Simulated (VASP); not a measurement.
# Ga (C2/c) in VASP: a series of runs

Ga is run at these levels: PBEsol; tasks: single point.

All numbers are computed with VASP 6.6.1; they aren't measurements. Logs are shortened: lines on timing, memory, paths and dates and some standing lists are left out, and cuts for length are marked.

## Step 1: The cell of the first run

The typed cell holds 2 atoms: a = 3.988 Å, b = 3.988 Å, c = 2.867 Å, α = 90.00°, β = 90.00°, γ = 142.69°.

## Step 2: Single point, PBEsol

Input file INCAR:

```
PREC = Accurate ; ENCUT = 520
EDIFF = 1E-6 ; ISMEAR = -1
SIGMA = 0.05 ; LREAL = False
LASPH = True ; NELM = 80
ALGO = Normal ; ISIF = 2
LWAVE = False ; LCHARG = False
GGA = PS ; NBANDS = 20
```

Input file KPOINTS:

```
Automatic mesh
0
Gamma
  10 10 8
```

Input file POSCAR:

```
Ga
1.0
    1.2754507038     -3.7788862857      0.0231473179
    1.2754507038      3.7788862857      0.0231473179
   -0.0525810228      0.0000000000      2.8665426241
Ga
2
Direct
    0.1335865770      0.8664134230      0.7500000000
    0.8664134230      0.1335865770      0.2500000000
```

Potentials or basis: VASP PAW PBE potentials, release 64 (Ga_d).

On the command line:

```console
$ cat potpaw_PBE.64/Ga_d/POTCAR > POTCAR
$ mpirun -np 1 vasp_std > vasp.out
```

OUTCAR:

```text
PREC = Accurate
   ENCUT = 520
   EDIFF = 1E-6
   ISMEAR = -1
   LREAL = False
   LASPH = True
   NELM = 80
   ISIF = 2
   GGA = PS

 ion  position               nearest neighbor table
   1  0.134  0.866  0.750-   2 2.48   2 2.48   2 2.60   2 2.60   2 2.60   2 2.60
   2  0.866  0.134  0.250-   1 2.48   1 2.48   1 2.60   1 2.60   1 2.60   1 2.60

  LATTYP: Found a base centered monoclinic cell.
 ALAT       =     2.5513214585
 B/A-ratio  =     2.9622972622
 C/A-ratio  =     1.1237411190
 COS(beta)  =    -0.0001946024

  Lattice vectors:

 A1 = (   1.2754507038,  -3.7788862857,   0.0231473179)
 A2 = (   1.2754507038,   3.7788862857,   0.0231473179)
 A3 = (  -0.0525810228,   0.0000000000,   2.8665426241)

Analysis of symmetry for initial positions (statically):
=====================================================================
 Subroutine PRICEL returns:
 Original cell was already a primitive cell.

 Routine SETGRP: Setting up the symmetry group for a
 base centered monoclinic supercell.

 Subroutine GETGRP returns: Found  4 space group operations
 (whereof  2 operations were pure point group operations)
 out of a pool of  4 trial point group operations.

The static configuration has the point symmetry S_2 .
 The point group associated with its full space group is C_2h.

Analysis of symmetry for dynamics (positions and initial velocities):
=====================================================================
 Subroutine PRICEL returns:
 Original cell was already a primitive cell.

 Routine SETGRP: Setting up the symmetry group for a
 base centered monoclinic supercell.

 Subroutine GETGRP returns: Found  4 space group operations
 (whereof  2 operations were pure point group operations)
 out of a pool of  4 trial point group operations.

The dynamic configuration has the point symmetry S_2 .
 The point group associated with its full space group is C_2h.

 Subroutine INISYM returns: Found  4 space group operations
 (whereof  2 operations are pure point group operations),
 and found     1 'primitive' translations

----------------------------------------------------------------------------------------

                                     Primitive cell

  volume of cell :      27.6414

  direct lattice vectors                    reciprocal lattice vectors
     1.275450704 -3.778886286  0.023147318     0.391887829 -0.132314116  0.007188403
     1.275450704  3.778886286  0.023147318     0.391887829  0.132314116  0.007188403
    -0.052581023  0.000000000  2.866542624    -0.006328985  0.000000000  0.348736212

  length of vectors
     3.988394647  3.988394647  2.867024831     0.413684384  0.413684384  0.348793637

  position of ions in fractional coordinates (direct lattice)
     0.133586577  0.866413423  0.750000000
     0.866413423  0.133586577  0.250000000

  ion indices of the primitive-cell ions
   primitive index   ion index
                 1           1
                 2           2

----------------------------------------------------------------------------------------

 KPOINTS: Automatic mesh

Automatic generation of k-mesh.
 Grid dimensions read from file:
 generate k-points for:   10   10    8

 Generating k-lattice:

  Cartesian coordinates                     Fractional coordinates (reciprocal lattice)
     0.039188783 -0.013231412  0.000718840     0.100000000  0.000000000  0.000000000
     0.039188783  0.013231412  0.000718840     0.000000000  0.100000000  0.000000000
    -0.000791123  0.000000000  0.043592026     0.000000000  0.000000000  0.125000000

  Length of vectors
     0.041368438  0.041368438  0.043599205

  Shift w.r.t. Gamma in fractional coordinates (k-lattice)
     0.000000000  0.000000000  0.000000000

 Subroutine IBZKPT returns following result:
 ===========================================

 Found    227 irreducible k-points:

 Following reciprocal coordinates:
            Coordinates               Weight
  0.000000  0.000000  0.000000      1.000000
  0.100000 -0.000000 -0.000000      4.000000
  0.200000 -0.000000 -0.000000      4.000000
  0.300000 -0.000000  0.000000      4.000000
  0.400000 -0.000000  0.000000      4.000000
  0.500000 -0.000000  0.000000      2.000000
[... 16 lines left out ...]
  0.300000  0.300000  0.000000      2.000000
  0.400000  0.300000 -0.000000      4.000000
 [... further k-points ...]
   k-points           NKPTS =    227   k-points in BZ     NKDIM =    227   number of bands    NBANDS=     20
   number of dos      NEDOS =    301   number of ions     NIONS =      2
   total plane-waves  NPLWV =  21600
   dimension x,y,z NGX =    30 NGY =   30 NGZ =   24
   dimension x,y,z NGXF=    60 NGYF=   60 NGZF=   48
   ions per type =               2
   NGX,Y,Z   is equivalent  to a cutoff of  12.50, 12.50, 13.92 a.u.
   NGXF,Y,Z  is equivalent  to a cutoff of  25.01, 25.01, 27.83 a.u.
 SYSTEM =  unknown system
   PREC   = accura    normal or accurate (medium, high low for compatibility)
   ISTART =      0    job   : 0-new  1-cont  2-samecut
   ICHARG =      2    charge: 1-file 2-atom 10-const
   ISPIN  =      1    spin polarized calculation?
   LNONCOLLINEAR =      F non collinear calculations
   LSORBIT =      F    spin-orbit coupling
   LASPH  =      T    aspherical Exc in radial PAW
   ENCUT  =  520.0 eV  38.22 Ry    6.18 a.u.   7.42  7.42  5.33*2*pi/ulx,y,z
   NELM   =     80;   NELMIN=  2; NELMDL= -5     # of ELM steps
   EDIFF  = 0.1E-05   stopping-criterion for ELM
   LREAL  =      F    real-space projection
   EDIFFG = 0.1E-04   stopping-criterion for IOM
   NSW    =      0    number of steps for IOM
   IBRION =     -1    ionic relax: 0-MD 1-quasi-New 2-CG
   NFREE  =      0    steps in history (QN), initial steepest desc. (CG)
   ISIF   =      2    stress and relaxation
   ISYM   =      2    0-nonsym 1-usesym 2-fastsym
   POTIM  = 0.5000    time-step for ionic-motion
   TEBEG  =    0.0;   TEEND  =   0.0 temperature during run
   PSTRESS=    0.0 pullay stress
   NELECT =      26.0000    total number of electrons
   NUPDOWN=      -1.0000    fix difference up-down
   EMIN   =  10.00;   EMAX   =-10.00  energy-range for DOS
   EFERMI =   0.00;   METHOD = LEGACY
   ISMEAR =    -1;   SIGMA  =   0.05  broadening in eV -4-tet -1-fermi 0-gaus
   EFERMI_NEDOS =   21; number of points for ismear=-14 and -15
   IALGO  =     38    algorithm
   IMIX   =      4    mixing-type and parameters
     AMIX     =   0.40;   BMIX     =  1.00
     AMIX_MAG =   1.60;   BMIX_MAG =  1.00
  volume/ion in A,a.u.               =      13.82        93.27
  Fermi-wavevector in a.u.,A,eV,Ry     =   1.604030  3.031177 35.006592  2.572912
  Thomas-Fermi vector in A             =   2.700599
   LORBIT       =      0    0 simple, 1 ext, 2 COOP (PROOUT), +10 PAW based schemes
   GGA     = PS    functional components
   LHFCALC =     F    Hartree Fock is set to
   AEXX    =    0.0000 exact exchange contribution
   IVDW    =     0    specifies the selected vdW correction
   LEPSILON=     F    determine dielectric tensor
   LRPA    =     F    only Hartree local field effects (RPA)
 non-spin polarized calculation
  energy-cutoff  :      520.00
  volume of cell :       27.64
 maximum number of plane-waves:       756
 NGX is ok and might be reduce to    30
   NGX = 15   NGY = 15   NGZ = 11

 number of electron      26.0000011 magnetization

 Free energy of the ion-electron system (eV)
  ---------------------------------------------------
  ext. energy  EPLUGINS =         0.00000000
  ---------------------------------------------------
  free energy    TOTEN  =        -6.09778287 eV

  energy without entropy =       -6.09362084  energy(sigma->0) =       -6.09570185

 E-fermi :   8.9505     XC(G=0): -12.7753

 val. band max:        8.9288923832   @ k =  -0.4000   0.2000   0.3750
 cond. band min:       8.9763074766   @ k =  -0.4000  -0.4000   0.2500
 fundamental gap:      0.0474150934
 Fermi energy:         8.9505489847

 k-point     1 :       0.0000    0.0000    0.0000
  band No.  band energies     occupation
      1      -7.0927      2.00000
      2      -6.9606      2.00000
      3      -6.9569      2.00000
      4      -6.9050      2.00000
      5      -6.4291      2.00000
      6      -6.3713      2.00000
[... 12 lines left out ...]
     19      22.7690      0.00000
     20      23.3267      0.00000

 k-point     2 :       0.1000   -0.0000   -0.0000
  band No.  band energies     occupation
      1      -7.0692      2.00000
      2      -6.9429      2.00000
      3      -6.9208      2.00000
      4      -6.8416      2.00000
      5      -6.4564      2.00000
      6      -6.4027      2.00000
[... 12 lines left out ...]
     19      23.3246      0.00000
     20      26.0642      0.00000

 k-point     3 :       0.2000   -0.0000   -0.0000
  band No.  band energies     occupation
      1      -7.0098      2.00000
      2      -6.9073      2.00000
      3      -6.8376      2.00000
      4      -6.7052      2.00000
      5      -6.5185      2.00000
      6      -6.4864      2.00000
[... 12 lines left out ...]
     19      23.6302      0.00000
     20      27.6871      0.00000

 k-point     4 :       0.3000   -0.0000    0.0000
  band No.  band energies     occupation
      1      -6.9436      2.00000
      2      -6.8680      2.00000
      3      -6.7982      2.00000
      4      -6.7298      2.00000
      5      -6.5936      2.00000
      6      -6.4389      2.00000
[... 12 lines left out ...]
     19      24.0625      0.00000
     20      26.0961      0.00000

 k-point     5 :       0.4000   -0.0000    0.0000
  band No.  band energies     occupation
      1      -6.9405      2.00000
      2      -6.8414      2.00000
      3      -6.8114      2.00000
      4      -6.7561      2.00000
      5      -6.6854      2.00000
      6      -6.4705      2.00000
[... 12 lines left out ...]
     19      22.4436      0.00000
     20      24.2584      0.00000
[... 353 lines left out ...]
      6      -6.4484      2.00000
[... 12 lines left out ...]
     19      21.6464      0.00000
     20      25.0561      0.00000

 k-point    22 :      -0.2000    0.2000    0.0000
  band No.  band energies     occupation
      1      -7.0862      2.00000
      2      -7.0005      2.00000
      3      -6.8815      2.00000
      4      -6.7998      2.00000
      5      -6.5112      2.00000
      6      -6.4143      2.00000
[... 12 lines left out ...]
     19      22.1993      0.00000
     20      23.0343      0.00000

 k-point    23 :       0.3000    0.3000    0.0000
  band No.  band energies     occupation
      1      -6.9807      2.00000
      2      -6.8318      2.00000
      3      -6.7949      2.00000
      4      -6.6151      2.00000
      5      -6.5673      2.00000
      6      -6.5483      2.00000
[... 12 lines left out ...]
     19      21.3008      0.00000
     20      23.5465      0.00000

 k-point    24 :       0.4000    0.3000   -0.0000
  band No.  band energies     occupation
      1      -6.9406      2.00000
      2      -6.7673      2.00000
      3      -6.7655      2.00000
      4      -6.6677      2.00000
      5      -6.6014      2.00000
      6      -6.5802      2.00000
[... 12 lines left out ...]
     19      20.3638      0.00000
     20      21.4732      0.00000

 [... further k-points ...]
[... 5 lines left out ...]
  --------------------------------------------------------------------------------------
  -------------------------------------------------------------------------------------
  Total        5.2154350      5.2156337      5.1963169      0.0000000      0.0000000      0.0016479
  in kB      302.3017573    302.3132733    301.1936166      0.0000000      0.0000000      0.0955171
  external PRESSURE =     301.9362157 kB  Pullay stress =       0.0000000 kB

 VOLUME and BASIS-vectors are now :
 -----------------------------------------------------------------------------
  energy-cutoff  :      520.00
  volume of cell :       27.64
      direct lattice vectors                 reciprocal lattice vectors
     1.275450704 -3.778886286  0.023147318     0.391887829 -0.132314116  0.007188403
     1.275450704  3.778886286  0.023147318     0.391887829  0.132314116  0.007188403
    -0.052581023  0.000000000  2.866542624    -0.006328985  0.000000000  0.348736212

 POSITION                                       TOTAL-FORCE (eV/Angst)
 -----------------------------------------------------------------------------------
      1.23601      2.76927      2.17305         0.000000      0.002687     -0.000000
      1.26231     -2.76927      0.73978        -0.000000     -0.002687      0.000000
 -----------------------------------------------------------------------------------
    total drift:                               -0.000000     -0.000000      0.000000

  FREE ENERGIE OF THE ION-ELECTRON SYSTEM (eV)
  ---------------------------------------------------
  free  energy   TOTEN  =        -6.0977828670 eV

  energy  without entropy=       -6.0936208378  energy(sigma->0) =       -6.09570185
```

It took 65 s on 1 thread of Intel Xeon 6975P-C (Granite Rapids), shared host; peak memory 0.23 GiB.

Results:

| Quantity | Value |
| --- | --- |
| Free energy | -6.0978 eV |
| Pressure | 30.2 GPa |
| Band gap on the k mesh | zero (band 13 reaches 14.81 eV, above the bottom of band 14 at 3.12 eV) |

Forces on the atoms (eV/Å):
```
Ga   0.000  0.003  0.000
Ga   0.000 -0.003  0.000
```

Caveat: the PAW data sets were made with another functional, which shifts forces and pressure a little.

(Continued in part 2 of 2.)
